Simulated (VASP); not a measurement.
# Pd (Fm-3m) in VASP: notebook

The runs below take Pd through single point, with LDA.

Program: VASP 6.6.1. These are calculated values, not measurements. Logs are shortened: lines on timing, memory, paths and dates and some standing lists are left out, and cuts for length are marked.

## 1. The cell of the first run

The structure is cubic, space group Fm-3m (No. 225). The conventional cell has a = 3.681 Å, b = 3.681 Å, c = 3.681 Å, α = 90.00°, β = 90.00°, γ = 90.00°. Pd (site symmetry m-3m) has 12 Pd at 2.60 Å within 3.4 Å.

## 2. Single point, LDA (volume scaled by 0.88)

INCAR

```
PREC = Accurate
ENCUT = 500
EDIFF = 1E-6
ISMEAR = -1
SIGMA = 0.08
LREAL = False
LASPH = True
NELM = 120
ALGO = Normal
ISIF = 2
LWAVE = False
LCHARG = False
NBANDS = 11
GGA_COMPAT = False
```

KPOINTS

```
Automatic mesh
0
Gamma
  19 19 19
```

POSCAR

```
Pd
1.0
    0.0000000000      1.8404748457      1.8404748457
    1.8404748457      0.0000000000      1.8404748457
    1.8404748457      1.8404748457      0.0000000000
Pd
1
Direct
    0.0000000000      0.0000000000      0.0000000000
```

Potentials or basis: VASP PAW LDA potentials, release 64 (Pd).

The run is started by

```bash
$ cat potpaw_LDA.64/Pd/POTCAR > POTCAR
$ mpirun -np 1 vasp_std > vasp.out
```

OUTCAR:

```text
PREC = Accurate
   ENCUT = 500
   EDIFF = 1E-6
   ISMEAR = -1
   LREAL = False
   LASPH = True
   NELM = 120
   ISIF = 2

 ion  position               nearest neighbor table
   1  0.000  0.000  0.000-

  LATTYP: Found a face centered cubic cell.
 ALAT       =     3.6809496914

  Lattice vectors:

 A1 = (   0.0000000000,   1.8404748457,   1.8404748457)
 A2 = (   1.8404748457,   0.0000000000,   1.8404748457)
 A3 = (   1.8404748457,   1.8404748457,   0.0000000000)

Analysis of symmetry for initial positions (statically):
=====================================================================
 Subroutine PRICEL returns:
 Original cell was already a primitive cell.

 Routine SETGRP: Setting up the symmetry group for a
 face centered cubic supercell.

 Subroutine GETGRP returns: Found 48 space group operations
 (whereof 48 operations were pure point group operations)
 out of a pool of 48 trial point group operations.

The static configuration has the point symmetry O_h .

Analysis of symmetry for dynamics (positions and initial velocities):
=====================================================================
 Subroutine PRICEL returns:
 Original cell was already a primitive cell.

 Routine SETGRP: Setting up the symmetry group for a
 face centered cubic supercell.

 Subroutine GETGRP returns: Found 48 space group operations
 (whereof 48 operations were pure point group operations)
 out of a pool of 48 trial point group operations.

The dynamic configuration has the point symmetry O_h .

 Subroutine INISYM returns: Found 48 space group operations
 (whereof 48 operations are pure point group operations),
 and found     1 'primitive' translations

----------------------------------------------------------------------------------------

                                     Primitive cell

  volume of cell :      12.4687

  direct lattice vectors                    reciprocal lattice vectors
     0.000000000  1.840474846  1.840474846    -0.271669021  0.271669021  0.271669021
     1.840474846  0.000000000  1.840474846     0.271669021 -0.271669021  0.271669021
     1.840474846  1.840474846  0.000000000     0.271669021  0.271669021 -0.271669021

  length of vectors
     2.602824488  2.602824488  2.602824488     0.470544548  0.470544548  0.470544548

  position of ions in fractional coordinates (direct lattice)
     0.000000000  0.000000000  0.000000000

  ion indices of the primitive-cell ions
   primitive index   ion index
                 1           1

----------------------------------------------------------------------------------------

 KPOINTS: Automatic mesh

Automatic generation of k-mesh.
 Grid dimensions read from file:
 generate k-points for:   19   19   19

 Generating k-lattice:

  Cartesian coordinates                     Fractional coordinates (reciprocal lattice)
    -0.014298370  0.014298370  0.014298370     0.052631579  0.000000000  0.000000000
     0.014298370 -0.014298370  0.014298370     0.000000000  0.052631579  0.000000000
     0.014298370  0.014298370 -0.014298370     0.000000000  0.000000000  0.052631579

  Length of vectors
     0.024765503  0.024765503  0.024765503

  Shift w.r.t. Gamma in fractional coordinates (k-lattice)
     0.000000000  0.000000000  0.000000000

 Subroutine IBZKPT returns following result:
 ===========================================

 Found    220 irreducible k-points:

 Following reciprocal coordinates:
            Coordinates               Weight
  0.000000  0.000000  0.000000      1.000000
  0.052632  0.000000  0.000000      8.000000
  0.105263  0.000000  0.000000      8.000000
  0.157895  0.000000  0.000000      8.000000
  0.210526  0.000000  0.000000      8.000000
  0.263158  0.000000  0.000000      8.000000
[... 16 lines left out ...]
 -0.315789  0.052632  0.000000     24.000000
 -0.263158  0.052632  0.000000     24.000000
 [... further k-points ...]
   k-points           NKPTS =    220   k-points in BZ     NKDIM =    220   number of bands    NBANDS=     11
   number of dos      NEDOS =    301   number of ions     NIONS =      1
   total plane-waves  NPLWV =   8000
   dimension x,y,z NGX =    20 NGY =   20 NGZ =   20
   dimension x,y,z NGXF=    40 NGYF=   40 NGZF=   40
   ions per type =               1
   NGX,Y,Z   is equivalent  to a cutoff of  12.77, 12.77, 12.77 a.u.
   NGXF,Y,Z  is equivalent  to a cutoff of  25.55, 25.55, 25.55 a.u.
 SYSTEM =  unknown system
   PREC   = accura    normal or accurate (medium, high low for compatibility)
   ISTART =      0    job   : 0-new  1-cont  2-samecut
   ICHARG =      2    charge: 1-file 2-atom 10-const
   ISPIN  =      1    spin polarized calculation?
   LNONCOLLINEAR =      F non collinear calculations
   LSORBIT =      F    spin-orbit coupling
   LASPH  =      T    aspherical Exc in radial PAW
   ENCUT  =  500.0 eV  36.75 Ry    6.06 a.u.   4.75  4.75  4.75*2*pi/ulx,y,z
   NELM   =    120;   NELMIN=  2; NELMDL= -5     # of ELM steps
   EDIFF  = 0.1E-05   stopping-criterion for ELM
   LREAL  =      F    real-space projection
   EDIFFG = 0.1E-04   stopping-criterion for IOM
   NSW    =      0    number of steps for IOM
   IBRION =     -1    ionic relax: 0-MD 1-quasi-New 2-CG
   NFREE  =      0    steps in history (QN), initial steepest desc. (CG)
   ISIF   =      2    stress and relaxation
   ISYM   =      2    0-nonsym 1-usesym 2-fastsym
   POTIM  = 0.5000    time-step for ionic-motion
   TEBEG  =    0.0;   TEEND  =   0.0 temperature during run
   PSTRESS=    0.0 pullay stress
   NELECT =      10.0000    total number of electrons
   NUPDOWN=      -1.0000    fix difference up-down
   EMIN   =  10.00;   EMAX   =-10.00  energy-range for DOS
   EFERMI =   0.00;   METHOD = LEGACY
   ISMEAR =    -1;   SIGMA  =   0.08  broadening in eV -4-tet -1-fermi 0-gaus
   EFERMI_NEDOS =   21; number of points for ismear=-14 and -15
   IALGO  =     38    algorithm
   IMIX   =      4    mixing-type and parameters
     AMIX     =   0.40;   BMIX     =  1.00
     AMIX_MAG =   1.60;   BMIX_MAG =  1.00
  volume/ion in A,a.u.               =      12.47        84.14
  Fermi-wavevector in a.u.,A,eV,Ry     =   1.521020  2.874311 31.477107  2.313502
  Thomas-Fermi vector in A             =   2.629792
   LORBIT       =      0    0 simple, 1 ext, 2 COOP (PROOUT), +10 PAW based schemes
   GGA     = CA    functional components
   LHFCALC =     F    Hartree Fock is set to
   AEXX    =    0.0000 exact exchange contribution
   IVDW    =     0    specifies the selected vdW correction
   LEPSILON=     F    determine dielectric tensor
   LRPA    =     F    only Hartree local field effects (RPA)
 non-spin polarized calculation
  energy-cutoff  :      500.00
  volume of cell :       12.47
 maximum number of plane-waves:       331
   NGX =  9   NGY =  9   NGZ =  9

 number of electron      10.0000003 magnetization

 Free energy of the ion-electron system (eV)
  ---------------------------------------------------
  ext. energy  EPLUGINS =         0.00000000
  ---------------------------------------------------
  free energy    TOTEN  =        -6.32179110 eV

  energy without entropy =       -6.28390702  energy(sigma->0) =       -6.30284906

 E-fermi :  12.8086     XC(G=0): -14.5677

 val. band max:       12.8078489689   @ k =   0.4737   0.1053   0.0000
 cond. band min:      12.8119898182   @ k =  -0.4737   0.4211   0.1053
 fundamental gap:      0.0041408493
 Fermi energy:        12.8085594032

 k-point     1 :       0.0000    0.0000    0.0000
  band No.  band energies     occupation
      1       4.1424      2.00000
      2       9.0216      2.00000
      3       9.0216      2.00000
      4       9.0216      2.00000
      5      11.1794      2.00000
      6      11.1794      2.00000
      7      29.7907      0.00000
      8      35.5084      0.00000
      9      35.5084      0.00000
     10      35.5084      0.00000
     11      37.8676      0.00000

 k-point     2 :       0.0526    0.0000    0.0000
  band No.  band energies     occupation
      1       4.2604      2.00000
      2       8.9715      2.00000
      3       9.0673      2.00000
      4       9.0673      2.00000
      5      11.1543      2.00000
      6      11.1543      2.00000
      7      29.9566      0.00000
      8      34.8244      0.00000
      9      35.6767      0.00000
     10      35.6767      0.00000
     11      37.8788      0.00000

 k-point     3 :       0.1053    0.0000    0.0000
  band No.  band energies     occupation
      1       4.6003      2.00000
      2       8.8448      2.00000
      3       9.1888      2.00000
      4       9.1888      2.00000
      5      11.0978      2.00000
      6      11.0978      2.00000
      7      30.4018      0.00000
      8      33.3705      0.00000
      9      36.1660      0.00000
     10      36.1660      0.00000
     11      37.8879      0.00000

 k-point     4 :       0.1579    0.0000    0.0000
  band No.  band energies     occupation
      1       5.1101      2.00000
      2       8.7164      2.00000
      3       9.3337      2.00000
      4       9.3337      2.00000
      5      11.0705      2.00000
      6      11.0705      2.00000
      7      30.9093      0.00000
      8      31.7686      0.00000
      9      36.9271      0.00000
     10      36.9271      0.00000
     11      37.8868      0.00000
[... 239 lines left out ...]
 k-point    22 :      -0.3684    0.0526    0.0000
  band No.  band energies     occupation
      1       6.1526      2.00000
      2       9.0403      2.00000
      3       9.1427      2.00000
      4      11.0649      2.00000
      5      12.1480      1.99948
      6      13.1131      0.04347
      7      23.8560      0.00000
      8      29.9446      0.00000
      9      35.3269      0.00000
     10      36.8970      0.00000
     11      37.8955      0.00000

 k-point    23 :      -0.3158    0.0526    0.0000
  band No.  band energies     occupation
      1       6.2372      2.00000
      2       9.1770      2.00000
      3       9.2729      2.00000
      4      10.0996      2.00000
      5      11.6988      2.00000
      6      12.5069      1.95495
      7      25.7041      0.00000
      8      30.5484      0.00000
      9      36.0919      0.00000
     10      37.8943      0.00000
     11      38.3795      0.00000

 k-point    24 :      -0.2632    0.0526    0.0000
  band No.  band energies     occupation
      1       6.2116      2.00000
      2       9.1255      2.00000
      3       9.4083      2.00000
      4       9.4097      2.00000
      5      11.2615      2.00000
      6      11.9909      1.99993
      7      27.5930      0.00000
      8      31.1816      0.00000
      9      36.8519      0.00000
     10      37.8818      0.00000
     11      39.1998      0.00000

 [... further k-points ...]

------------------------ aborting loop because EDIFF is reached ----------------------------------------

  FORCE on cell =-STRESS in cart. coord.  units (eV):
  Direction    XX          YY          ZZ          XY          YZ          ZX
  --------------------------------------------------------------------------------------
  -------------------------------------------------------------------------------------
  Total        3.1996280      3.1996280      3.1996280     -0.0000000      0.0000000      0.0000000
  in kB      411.1406501    411.1406501    411.1406501     -0.0000000      0.0000000      0.0000000
  external PRESSURE =     411.1406501 kB  Pullay stress =       0.0000000 kB

 VOLUME and BASIS-vectors are now :
 -----------------------------------------------------------------------------
  energy-cutoff  :      500.00
  volume of cell :       12.47
      direct lattice vectors                 reciprocal lattice vectors
     0.000000000  1.840474846  1.840474846    -0.271669021  0.271669021  0.271669021
     1.840474846  0.000000000  1.840474846     0.271669021 -0.271669021  0.271669021
     1.840474846  1.840474846  0.000000000     0.271669021  0.271669021 -0.271669021

 POSITION                                       TOTAL-FORCE (eV/Angst)
 -----------------------------------------------------------------------------------
      0.00000      0.00000      0.00000         0.000000      0.000000      0.000000
 -----------------------------------------------------------------------------------
    total drift:                                0.000000     -0.000000      0.000000

  FREE ENERGIE OF THE ION-ELECTRON SYSTEM (eV)
  ---------------------------------------------------
  free  energy   TOTEN  =        -6.3217910982 eV

  energy  without entropy=       -6.2839070229  energy(sigma->0) =       -6.30284906
```

Run time: 23 s. Hardware: 1 thread of Intel Xeon 8259CL, shared host; peak memory 0.14 GiB.

Results:

```
Free energy            : -6.3218 eV
Pressure               : 41.1 GPa
Band gap on the k mesh : zero (band 5 reaches 13.17 eV, above the bottom of band 6 at 11.07 eV)
```

Levels at points of the mesh, in eV from the Fermi level:
| k point | band 1 | band 2 | band 3 | band 4 | band 5 | band 6 | band 7 | band 8 | band 9 | band 10 |
| --- | --- | --- | --- | --- | --- | --- | --- | --- | --- | --- |
| (0.00, 0.00, 0.00) | -8.67 | -3.79 | -3.79 | -3.79 | -1.63 | -1.63 | 16.98 | 22.70 | 22.70 | 22.70 |

## 3. Single point, LDA (volume scaled by 0.94)

INCAR

```
ALGO = Normal
EDIFF = 1E-6
ENCUT = 500
GGA = CA
GGA_COMPAT = F
ISIF = 2
ISMEAR = -1
LASPH = T
LCHARG = F
LREAL = F
LWAVE = F
NBANDS = 11
NELM = 120
PREC = Accurate
SIGMA = 0.08
```

KPOINTS

```
k-points
0
Gamma
  19 19 19
```

POSCAR

```
Pd
1.0
    0.0000000000      1.8813876117      1.8813876117
    1.8813876117      0.0000000000      1.8813876117
    1.8813876117      1.8813876117      0.0000000000
Pd
1
Direct
    0.0000000000      0.0000000000      0.0000000000
```

Potentials or basis: VASP PAW LDA potentials, release 64 (Pd).

The run is started by

```bash
$ cat potpaw_LDA.64/Pd/POTCAR > POTCAR
$ mpirun -np 1 vasp_std > vasp.out
```

Run time: 27 s. Hardware: 1 thread of Intel Xeon 8259CL, shared host; peak memory 0.14 GiB.

Results (log left out):

```yaml
Free_energy: -6.4719 eV
Pressure: 16.9 GPa
Band_gap_on_the_k_mesh: zero (band 5 reaches 11.80 eV, above the bottom of band 6 at 9.92 eV)
```

Levels at points of the mesh, in eV from the Fermi level:
| k point | band 3 | band 4 | band 5 | band 6 | band 7 | band 8 |
| --- | --- | --- | --- | --- | --- | --- |
| (0.00, 0.00, 0.00) | -3.41 | -3.41 | -1.47 | -1.47 | 17.08 | 22.39 |

## 4. Single point, LDA (volume scaled by 0.94)

INCAR

```
PREC     = Accurate       # precision mode
ENCUT    = 500            # plane-wave cutoff, eV
EDIFF    = 1E-6           # SCF threshold, eV
ISMEAR   = -1             # smearing method
SIGMA    = 0.08           # smearing width, eV
LREAL    = F              # projectors in reciprocal space
LASPH    = T              # aspherical terms in the spheres
NELM     = 120            # most SCF steps
ALGO     = Normal         # electronic algorithm
ISIF     = 2              # what is computed and relaxed
LWAVE    = F              # write WAVECAR
LCHARG   = F              # write CHGCAR
NBANDS   = 11             # bands
GGA_COMPAT= F
```

KPOINTS

```
Automatic mesh
0
Gamma
  19 19 19
```

POSCAR is that of step 3.

The run is started by

```bash
$ cat potpaw_LDA.64/Pd/POTCAR > POTCAR
$ mpirun -np 1 vasp_std > vasp.out
```

Run time: 30 s. Hardware: 1 thread of Intel Xeon 8259CL, shared host; peak memory 0.14 GiB.

The run converged. Its results:

```
Free energy            : -6.4719 eV
Pressure               : 16.9 GPa
Band gap on the k mesh : zero (band 5 reaches 11.80 eV, above the bottom of band 6 at 9.92 eV)
```

Levels at points of the mesh, in eV from the Fermi level:
```
           k point  band 1  band 2  band 3  band 4  band 5  band 6  band 7  band 8  band 9  band 10
(0.00, 0.00, 0.00)   -8.10   -3.41   -3.41   -3.41   -1.47   -1.47   17.08   22.39   22.39    22.39
```
